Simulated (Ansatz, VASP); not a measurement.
## Two plane-wave programs on Hf2ZrGe3

```
Zr Hf Ge
1.0
     4.25882    0.00000    0.00000
     0.00000    4.25882    0.00000
     0.00000    0.00000    7.53976
Zr Hf Ge
1 2 3
Cartesian
  0.0000 0.0000 2.2900
  2.1294 0.0000 4.6561
  0.0000 2.1294 4.6561
  2.1294 0.0000 8.0063
  0.0000 2.1294 8.0063
  0.0000 0.0000 6.4425
```

Alike in both runs: functional PBE; k mesh 4 × 4 × 3; occupations gaussian, width 0.2 eV; no spin polarisation.

Ansatz relaxed the structure, and its values are those at the end. VASP's run is a single point on that final structure, the one shown.

|  | VASP | Ansatz |
| --- | --- | --- |
| version | VASP 6.6.1 | Ansatz 0.2.0 |
| potentials or method | VASP PAW PBE potentials, release 64 (Zr_sv, Hf_pv, Ge_d), cutoff 500 eV | scalar-relativistic, plane waves, PAW |
| valence electrons in the cell | 74 | 106 |

|  | VASP | Ansatz | Ansatz less VASP |
| --- | --- | --- | --- |
| gap on the k mesh at the Fermi level (eV) | none | none | - |
| pressure (GPa) | 0.0 | 0.1 | +0.11 |
| rms of the force components (eV/Å) | 0.012 | 0.007 | -0.0050 |

A gap of «none» marks a metal or a gap that the smearing closes. VASP's potentials hold 74 valence electrons a cell and Ansatz's 106, so a difference there can come from the potentials and not from the codes.

The k mesh is coarse, so the values compare programs but aren't converged. Neither program's run includes spin-orbit coupling.
